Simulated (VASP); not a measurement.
A run of VASP 6.6.1 is set up as follows.

Contents of INCAR:

```
SYSTEM = Si2Mo
PREC     = Accurate       ! precision mode
ENCUT    = 520            ! plane-wave cutoff, eV
EDIFF    = 1E-6           ! SCF threshold, eV
ISMEAR   = -1             ! smearing method
SIGMA    = 0.02           ! smearing width, eV
LREAL    = .False.        ! projectors in reciprocal space
LASPH    = .True.         ! aspherical terms in the spheres
NELM     = 150            ! most SCF steps
ALGO     = Normal         ! electronic algorithm
ISIF     = 2              ! what is computed and relaxed
LWAVE    = .False.        ! write WAVECAR
LCHARG   = .False.        ! write CHGCAR
LNONCOLLINEAR= .True.         ! non-collinear magnetism
MAGMOM   = 0 0 0 0 0 0 0 0 0 0 0 0 0 0 0 0 0 0 0 0 0 0 0 0 0 0 0 ! initial moments
LORBIT   = 11             ! projections on sites
LSORBIT  = .True.         ! spin-orbit coupling
GGA_COMPAT= .False.      
LORBMOM  = .True.       
LMAXMIX  = 4              ! l up to which the mixer works
GGA      = PE             ! functional
NBANDS   = 85             ! bands
```

File KPOINTS:

```
Automatic mesh
0
Gamma
  6 6 4
  0 0 0
```

Contents of POSCAR:

```
Si2Mo
1.0
    4.5840216855      0.0000000000      0.0000000000
   -2.2920108427      3.9698792311      0.0000000000
    0.0000000000      0.0000000000      6.5770742344
Si Mo
6 3
Direct
    0.1638644045      0.8361355955      0.8333333333
    0.3277288090      0.1638644045      0.1666666667
    0.8361355955      0.6722711910      0.5000000000
    0.8361355955      0.1638644045      0.8333333333
    0.6722711910      0.8361355955      0.1666666667
    0.1638644045      0.3277288090      0.5000000000
    0.5000000000      0.0000000000      0.5000000000
    0.0000000000      0.5000000000      0.1666666667
    0.5000000000      0.5000000000      0.8333333333
```

Potentials or basis: VASP PAW PBE potentials, release 64 (Si, Mo_sv).

The run is started by

```bash
$ cat potpaw_PBE.64/Si/POTCAR potpaw_PBE.64/Mo_sv/POTCAR > POTCAR
$ mpirun -np 1 vasp_ncl > vasp.out
```

Q: Predict the net moment.

A: 0.00 μB per cell.

Q: Estimate the largest force.

A: 0.006 eV/Å.

Forces in eV/Å, atoms in the order of the input:
```
Si   0.005 -0.003  0.000
Si   0.005  0.003  0.000
Si   0.000 -0.006  0.000
Si  -0.005  0.003  0.000
Si  -0.005 -0.003  0.000
Si   0.000  0.006  0.000
Mo   0.000  0.000  0.000
Mo   0.000  0.000  0.000
Mo   0.000  0.000  0.000
```
